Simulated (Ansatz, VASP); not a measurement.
Pt: VASP beside Ansatz

```
Pt
1.0
     0.00000    1.96090    1.96090
     1.96090    0.00000    1.96090
     1.96090    1.96090    0.00000
Pt
1
Direct
  0.00000 0.00000 0.00000
```

Alike in both runs: functional r2SCAN; k mesh 7 × 7 × 7; occupations fermi-dirac, width 0.05 eV; no spin polarisation.

|  | VASP | Ansatz |
| --- | --- | --- |
| version | VASP 6.6.1 | Ansatz 0.2.0 |
| potentials or method | VASP PAW PBE potentials, release 64 (Pt) | Ansatz PAW |
| plane-wave cutoff (eV) | 520 | 500 |
| valence electrons in the cell | 10 | 18 |
| task | single point | band structure |

|  | VASP | Ansatz | Ansatz less VASP |
| --- | --- | --- | --- |
| gap on the k mesh at the Fermi level (eV) | none | none | - |
| pressure (GPa) | 6.3 | 5.4 | -0.85 |

VASP's potentials were made for PBE, not for r2SCAN. A gap of «none» marks a metal or a gap that the smearing closes. With one functional, cell and mesh, what is left measures potentials, basis and numerics. VASP's potentials hold 10 valence electrons a cell and Ansatz's 18, so a difference there can come from the potentials and not from the codes.

The k mesh is coarse, so the values compare programs but aren't converged. Spin-orbit coupling is off throughout.
